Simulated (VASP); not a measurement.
# MgS (Niningerite) (Fm-3m) in VASP: notebook, part 2 of 2

VASP 6.6.1. The steps go on from the part before.

## (4) Single point, PBE

Contents of INCAR:

```
SYSTEM = MgS
ALGO = Normal
EDIFF = 1E-6
ENCUT = 600
GGA = PE
GGA_COMPAT = .False.
ISIF = 2
ISMEAR = 0
LASPH = .True.
LCHARG = .False.
LREAL = .False.
LWAVE = .False.
NBANDS = 11
NELM = 120
PREC = Accurate
SIGMA = 0.01
```

Contents of KPOINTS:

```
k-points
0
Gamma
  4 4 4
  0 0 0
```

Contents of POSCAR:

```
MgS
1.0
    0.0000000000      2.6015177399      2.6015177399
    2.6015177399      0.0000000000      2.6015177399
    2.6015177399      2.6015177399      0.0000000000
Mg S
1 1
Direct
    0.0000000000      0.0000000000      0.0000000000
    0.5000000000      0.5000000000      0.5000000000
```

Potentials or basis: VASP PAW PBE potentials, release 64 (Mg, S).

Run with:

```
> cat potpaw_PBE.64/Mg/POTCAR potpaw_PBE.64/S/POTCAR > POTCAR
> mpirun -np 1 vasp_std > vasp.out
```

OUTCAR:

```text
SYSTEM = MgS
   EDIFF = 1E-6
   ENCUT = 600
   GGA = PE
   ISIF = 2
   ISMEAR = 0
   LASPH = .True.
   LREAL = .False.
   NELM = 120
   PREC = Accurate

 ion  position               nearest neighbor table
   1  0.000  0.000  0.000-   2 2.60   2 2.60   2 2.60   2 2.60   2 2.60   2 2.60
   2  0.500  0.500  0.500-   1 2.60   1 2.60   1 2.60   1 2.60   1 2.60   1 2.60

  LATTYP: Found a face centered cubic cell.
 ALAT       =     5.2030354798

  Lattice vectors:

 A1 = (   0.0000000000,   2.6015177399,   2.6015177399)
 A2 = (   2.6015177399,   0.0000000000,   2.6015177399)
 A3 = (   2.6015177399,   2.6015177399,   0.0000000000)

Analysis of symmetry for initial positions (statically):
=====================================================================
 Subroutine PRICEL returns:
 Original cell was already a primitive cell.

 Routine SETGRP: Setting up the symmetry group for a
 face centered cubic supercell.

 Subroutine GETGRP returns: Found 48 space group operations
 (whereof 48 operations were pure point group operations)
 out of a pool of 48 trial point group operations.

The static configuration has the point symmetry O_h .

Analysis of symmetry for dynamics (positions and initial velocities):
=====================================================================
 Subroutine PRICEL returns:
 Original cell was already a primitive cell.

 Routine SETGRP: Setting up the symmetry group for a
 face centered cubic supercell.

 Subroutine GETGRP returns: Found 48 space group operations
 (whereof 48 operations were pure point group operations)
 out of a pool of 48 trial point group operations.

The dynamic configuration has the point symmetry O_h .

 Subroutine INISYM returns: Found 48 space group operations
 (whereof 48 operations are pure point group operations),
 and found     1 'primitive' translations

----------------------------------------------------------------------------------------

                                     Primitive cell

  volume of cell :      35.2136

  direct lattice vectors                    reciprocal lattice vectors
     0.000000000  2.601517740  2.601517740    -0.192195499  0.192195499  0.192195499
     2.601517740  0.000000000  2.601517740     0.192195499 -0.192195499  0.192195499
     2.601517740  2.601517740  0.000000000     0.192195499  0.192195499 -0.192195499

  length of vectors
     3.679101671  3.679101671  3.679101671     0.332892369  0.332892369  0.332892369

  position of ions in fractional coordinates (direct lattice)
     0.000000000  0.000000000  0.000000000
     0.500000000  0.500000000  0.500000000

  ion indices of the primitive-cell ions
   primitive index   ion index
                 1           1
                 2           2

----------------------------------------------------------------------------------------

 KPOINTS: k-points

Automatic generation of k-mesh.
 Grid dimensions read from file:
 generate k-points for:    4    4    4

 Generating k-lattice:

  Cartesian coordinates                     Fractional coordinates (reciprocal lattice)
    -0.048048875  0.048048875  0.048048875     0.250000000  0.000000000  0.000000000
     0.048048875 -0.048048875  0.048048875     0.000000000  0.250000000  0.000000000
     0.048048875  0.048048875 -0.048048875     0.000000000  0.000000000  0.250000000

  Length of vectors
     0.083223092  0.083223092  0.083223092

  Shift w.r.t. Gamma in fractional coordinates (k-lattice)
     0.000000000  0.000000000  0.000000000

 Subroutine IBZKPT returns following result:
 ===========================================

 Found      8 irreducible k-points:

 Following reciprocal coordinates:
            Coordinates               Weight
  0.000000  0.000000  0.000000      1.000000
  0.250000  0.000000  0.000000      8.000000
  0.500000  0.000000  0.000000      4.000000
  0.250000  0.250000  0.000000      6.000000
  0.500000  0.250000  0.000000     24.000000
 -0.250000  0.250000  0.000000     12.000000
  0.500000  0.500000  0.000000      3.000000
 -0.250000  0.500000  0.250000      6.000000
   k-points           NKPTS =      8   k-points in BZ     NKDIM =      8   number of bands    NBANDS=     11
   number of dos      NEDOS =    301   number of ions     NIONS =      2
   total plane-waves  NPLWV =  27000
   dimension x,y,z NGX =    30 NGY =   30 NGZ =   30
   dimension x,y,z NGXF=    60 NGYF=   60 NGZF=   60
   ions per type =               1   1
   NGX,Y,Z   is equivalent  to a cutoff of  13.56, 13.56, 13.56 a.u.
   NGXF,Y,Z  is equivalent  to a cutoff of  27.11, 27.11, 27.11 a.u.
 SYSTEM =  MgS
   PREC   = accura    normal or accurate (medium, high low for compatibility)
   ISTART =      0    job   : 0-new  1-cont  2-samecut
   ICHARG =      2    charge: 1-file 2-atom 10-const
   ISPIN  =      1    spin polarized calculation?
   LNONCOLLINEAR =      F non collinear calculations
   LSORBIT =      F    spin-orbit coupling
   LASPH  =      T    aspherical Exc in radial PAW
   ENCUT  =  600.0 eV  44.10 Ry    6.64 a.u.   7.35  7.35  7.35*2*pi/ulx,y,z
   NELM   =    120;   NELMIN=  2; NELMDL= -5     # of ELM steps
   EDIFF  = 0.1E-05   stopping-criterion for ELM
   LREAL  =      F    real-space projection
   EDIFFG = 0.1E-04   stopping-criterion for IOM
   NSW    =      0    number of steps for IOM
   IBRION =     -1    ionic relax: 0-MD 1-quasi-New 2-CG
   NFREE  =      0    steps in history (QN), initial steepest desc. (CG)
   ISIF   =      2    stress and relaxation
   ISYM   =      2    0-nonsym 1-usesym 2-fastsym
   POTIM  = 0.5000    time-step for ionic-motion
   TEBEG  =    0.0;   TEEND  =   0.0 temperature during run
   PSTRESS=    0.0 pullay stress
   NELECT =       8.0000    total number of electrons
   NUPDOWN=      -1.0000    fix difference up-down
   EMIN   =  10.00;   EMAX   =-10.00  energy-range for DOS
   EFERMI =   0.00;   METHOD = LEGACY
   ISMEAR =     0;   SIGMA  =   0.01  broadening in eV -4-tet -1-fermi 0-gaus
   EFERMI_NEDOS =   21; number of points for ismear=-14 and -15
   IALGO  =     38    algorithm
   IMIX   =      4    mixing-type and parameters
     AMIX     =   0.40;   BMIX     =  1.00
     AMIX_MAG =   1.60;   BMIX_MAG =  1.00
  volume/ion in A,a.u.               =      17.61       118.82
  Fermi-wavevector in a.u.,A,eV,Ry     =   0.998929  1.887702 13.576703  0.997860
  Thomas-Fermi vector in A             =   2.131185
   LORBIT       =      0    0 simple, 1 ext, 2 COOP (PROOUT), +10 PAW based schemes
   GGA     = PE    functional components
   LHFCALC =     F    Hartree Fock is set to
   AEXX    =    0.0000 exact exchange contribution
   IVDW    =     0    specifies the selected vdW correction
   LEPSILON=     F    determine dielectric tensor
   LRPA    =     F    only Hartree local field effects (RPA)
 non-spin polarized calculation
 Gauss-broadening in eV      SIGMA  =   0.01
  energy-cutoff  :      600.00
  volume of cell :       35.21
 maximum number of plane-waves:      1211
 NGX is ok and might be reduce to    30
   NGX = 15   NGY = 15   NGZ = 15

 number of electron       7.9999999 magnetization

 Free energy of the ion-electron system (eV)
  ---------------------------------------------------
  ext. energy  EPLUGINS =         0.00000000
  ---------------------------------------------------
  free energy    TOTEN  =        -8.45430039 eV

  energy without entropy =       -8.45430039  energy(sigma->0) =       -8.45430039

 E-fermi :   3.8858     XC(G=0):  -9.6807

 val. band max:        3.7549603229   @ k =   0.0000   0.0000   0.0000
 cond. band min:       6.5055997162   @ k =   0.5000   0.5000   0.0000
 fundamental gap:      2.7506393933
 Fermi energy:         3.8857954157

 k-point     1 :       0.0000    0.0000    0.0000
  band No.  band energies     occupation
      1      -8.9138      2.00000
      2       3.7550      2.00000
      3       3.7550      2.00000
      4       3.7550      2.00000
      5       7.4550      0.00000
      6      11.6906      0.00000
      7      11.6906      0.00000
      8      11.6906      0.00000
      9      14.0870      0.00000
     10      14.0870      0.00000
     11      16.2760      0.00000
[... 85 lines left out ...]
 k-point     8 :      -0.2500    0.5000    0.2500
  band No.  band energies     occupation
      1      -7.1855      2.00000
      2       0.5180      2.00000
      3       0.5180      2.00000
      4       1.3877      2.00000
      5       8.9875      0.00000
      6      11.7022      0.00000
      7      11.7022      0.00000
      8      11.8035      0.00000
      9      18.0790      0.00000
     10      18.0790      0.00000
     11      19.4495      0.00000

------------------------ aborting loop because EDIFF is reached ----------------------------------------

  FORCE on cell =-STRESS in cart. coord.  units (eV):
  Direction    XX          YY          ZZ          XY          YZ          ZX
  --------------------------------------------------------------------------------------
  -------------------------------------------------------------------------------------
  Total        0.2791206      0.2791206      0.2791206     -0.0000000      0.0000000     -0.0000000
  in kB       12.6996580     12.6996580     12.6996580     -0.0000000      0.0000000     -0.0000000
  external PRESSURE =      12.6996580 kB  Pullay stress =       0.0000000 kB

 VOLUME and BASIS-vectors are now :
 -----------------------------------------------------------------------------
  energy-cutoff  :      600.00
  volume of cell :       35.21
      direct lattice vectors                 reciprocal lattice vectors
     0.000000000  2.601517740  2.601517740    -0.192195499  0.192195499  0.192195499
     2.601517740  0.000000000  2.601517740     0.192195499 -0.192195499  0.192195499
     2.601517740  2.601517740  0.000000000     0.192195499  0.192195499 -0.192195499

 POSITION                                       TOTAL-FORCE (eV/Angst)
 -----------------------------------------------------------------------------------
      0.00000      0.00000      0.00000        -0.000000     -0.000000      0.000000
      2.60152      2.60152      2.60152         0.000000      0.000000     -0.000000
 -----------------------------------------------------------------------------------
    total drift:                               -0.000000     -0.000000      0.000000

  FREE ENERGIE OF THE ION-ELECTRON SYSTEM (eV)
  ---------------------------------------------------
  free  energy   TOTEN  =        -8.4543003906 eV

  energy  without entropy=       -8.4543003906  energy(sigma->0) =       -8.45430039
```

OSZICAR:

```text
N       E                     dE             d eps       ncg     rms          rms(c)
DAV:   1     0.288469818869E+02    0.28847E+02   -0.40697E+03   176   0.684E+02
DAV:   2    -0.702454433299E+01   -0.35872E+02   -0.32333E+02   230   0.105E+02
DAV:   3    -0.886641453376E+01   -0.18419E+01   -0.18389E+01   234   0.260E+01
DAV:   4    -0.887776276037E+01   -0.11348E-01   -0.11347E-01   200   0.243E+00
DAV:   5    -0.887786254357E+01   -0.99783E-04   -0.99781E-04   214   0.241E-01    0.437E+00
DAV:   6    -0.849730922636E+01    0.38055E+00   -0.80915E-01   191   0.357E+00    0.347E+00
DAV:   7    -0.845384770177E+01    0.43462E-01   -0.23139E-01   191   0.209E+00    0.227E+00
DAV:   8    -0.845442009653E+01   -0.57239E-03   -0.15178E-02   182   0.751E-01    0.895E-01
DAV:   9    -0.845427602068E+01    0.14408E-03   -0.49635E-04   203   0.142E-01    0.364E-01
DAV:  10    -0.845430228488E+01   -0.26264E-04   -0.12442E-04   216   0.546E-02    0.496E-02
DAV:  11    -0.845430052477E+01    0.17601E-05   -0.13182E-05   194   0.168E-02    0.181E-02
DAV:  12    -0.845430039061E+01    0.13416E-06   -0.35193E-07   121   0.380E-03
   1 F= -.84543004E+01 E0= -.84543004E+01  d E =-.120363E-77
```

stdout:

```text
POSCAR found type information on POSCAR MgS
 POSCAR found :  2 types and       2 ions
 scaLAPACK will be used
 LDA part: xc-table for (Slater+PW92), standard interpolation
 POSCAR, INCAR and KPOINTS ok, starting setup
 FFT: planning ... GRIDC
 FFT: planning ... GRID_SOFT
 FFT: planning ... GRID
 WAVECAR not read
 entering main loop
```

Run time: 7.9 s. Hardware: 1 thread of Intel Xeon Platinum 8259CL at 2.50GHz (Skylake/Cascade Lake), shared host; peak memory 0.16 GiB.

Results:

* Free energy: -8.4543 eV
* Pressure: 1.3 GPa
* Band gap on the k mesh: 2.75 eV, indirect (least direct gap 3.70 eV)

Levels at points of the mesh, in eV from the valence-band top:
```csv
k point,band 2,band 3,band 4,band 5,band 6,band 7
"(0.00, 0.00, 0.00)",0.00,0.00,0.00,3.70,7.94,7.94
"(0.50, 0.00, 0.00)",-4.84,-0.59,-0.59,4.53,6.89,6.89
"(0.50, 0.50, 0.00)",-4.20,-1.69,-1.69,2.75,4.38,12.00
```

Caveat: the k points lie up to 0.52 Å⁻¹ apart. A k mesh can miss the band edges.

## (5) Single point, PBE

Contents of INCAR:

```
PREC = Accurate ; ENCUT = 600
EDIFF = 1E-6 ; ISMEAR = 0
SIGMA = 0.01 ; LREAL = False
LASPH = True ; NELM = 120
ALGO = Normal ; ISIF = 2
LWAVE = False ; LCHARG = False
GGA = PE ; NBANDS = 11
GGA_COMPAT = False
```

Contents of KPOINTS:

```
regular mesh
0
Gamma
  4 4 4
```

POSCAR is that of step 4.

Run with:

```
> cat potpaw_PBE.64/Mg/POTCAR potpaw_PBE.64/S/POTCAR > POTCAR
> mpirun -np 1 vasp_std > vasp.out
```

Run time: 8.8 s. Hardware: 1 thread of Intel Xeon Platinum 8259CL at 2.50GHz (Skylake/Cascade Lake), shared host; peak memory 0.16 GiB.

It converged, with:

- Free energy: -8.4543 eV
- Pressure: 1.3 GPa
- Band gap on the k mesh: 2.75 eV, indirect (least direct gap 3.70 eV)

Levels at points of the mesh, in eV from the valence-band top:
| k point | band 2 | band 3 | band 4 | band 5 | band 6 | band 7 |
| --- | --- | --- | --- | --- | --- | --- |
| (0.00, 0.00, 0.00) | 0.00 | 0.00 | 0.00 | 3.70 | 7.94 | 7.94 |
| (0.50, 0.00, 0.00) | -4.84 | -0.59 | -0.59 | 4.53 | 6.89 | 6.89 |
| (0.50, 0.50, 0.00) | -4.20 | -1.69 | -1.69 | 2.75 | 4.38 | 12.00 |

Caveat: the k points lie up to 0.52 Å⁻¹ apart. A k mesh can miss the band edges.

## (6) The runs side by side

```csv
level,potentials or basis,cutoff (eV),gap on the mesh (eV),pressure (GPa)
LDA,"VASP PAW LDA potentials, release 64 (Mg, S)",520,2.53,-3.5
r2SCAN,"VASP PAW PBE potentials, release 64 (Mg, S)",520,3.41,-0.1
PBE,"VASP PAW PBE potentials, release 64 (Mg, S)",600,2.75,1.3
```

Alike in all rows: task single point; no spin polarisation; cell as given; k mesh 4 × 4 × 4; smearing gaussian 0.01 eV.

Caveats: all runs use coarse meshes; the PAW data sets were made with another functional, which shifts forces and pressure a little (some runs).

Absolute energies hang on the potentials; compare differences alone.
